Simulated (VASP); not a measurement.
# ZnS: single point with PBE

Crystal: ZnS.

```xyz
2
Lattice="0.0000 2.6956 2.6956 2.6956 0.0000 2.6956 2.6956 2.6956 0.0000" Properties=species:S:1:pos:R:3 pbc="T T T"
Zn    0.0000    0.0000    0.0000
S     4.0434    4.0434    4.0434
```

This cell differs from its parent crystal: volume scaled by 0.99.

```
Program             : VASP 6.6.1
Task                : single point
Functional          : PBE
Potentials or basis : VASP PAW PBE potentials, release 64 (Zn, S)
Cutoff              : 520 eV
k mesh              : 8 × 8 × 8
Occupations         : fermi-dirac, width 0.01 eV
Spin                : no spin polarisation
```

```
Pressure               : 2.3 GPa
Band gap on the k mesh : 2.15 eV, direct
```

Levels at points of the mesh, in eV from the valence-band top:
```csv
k point,band 7,band 8,band 9,band 10,band 11,band 12
"(0.00, 0.00, 0.00)",0.00,0.00,0.00,2.15,6.39,6.39
"(0.50, 0.00, 0.00)",-5.34,-0.88,-0.88,3.32,6.92,6.92
"(0.50, 0.50, 0.00)",-4.59,-2.25,-2.25,3.39,4.07,11.03
```

It took 11 s on 1 thread of AMD EPYC 9R45 96-Core Processor (Zen 5), on a shared host, peak memory 0.13 GiB.
